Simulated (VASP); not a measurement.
MgO3, 4 atoms in the cell. It takes space group Im-3m (No. 229, cubic). The conventional cell has a = 4.181 Å, b = 4.181 Å, c = 4.181 Å, α = 90.00°, β = 90.00°, γ = 90.00°. Mg (site symmetry m-3m) has 6 O at 2.09 Å within 2.8 Å. O (site symmetry 4/mmm) has 2 Mg at 2.09 Å and 4 O at 2.09 Å within 2.8 Å. 

| Property | Result |
| --- | --- |
| Program | VASP 6.6.1 |
| Task | relaxation of cell and atoms |
| Functional | PBE |
| Potentials or basis | VASP PAW PBE potentials, release 64 (Mg, O) |
| Cutoff | 600 eV |
| k mesh | 16 × 16 × 16 |
| Occupations | gaussian, width 0.1 eV |
| Spin | collinear spin, ferromagnetic start |
| Starting moments | [0.0, 0.35, 0.35, 0.35] μB |
| Dipole correction | no |
| Further INCAR settings | ALGO = Normal; EDIFF = 1e-07; IBRION = 2; EDIFFG = -0.01; NSW = 100; ISIF = 3 |

Potentials or basis: VASP PAW PBE potentials, release 64 (Mg, O).

The run is started by

```console
$ cat potpaw_PBE.64/Mg/POTCAR potpaw_PBE.64/O/POTCAR > POTCAR
$ mpirun -np 1 vasp_std > vasp.out
```

Hardware: 1 thread of Intel(R) Xeon(R) 6975P-C (Granite Rapids), with other jobs on the host.

Question: Estimate the wall time of this run.

Answer: Run time: 3.3 min on 1 thread of Intel(R) Xeon(R) 6975P-C (Granite Rapids), on a shared host, peak memory 0.3 GiB. Counts: scf iterations 29, k points 145, ion steps 3.
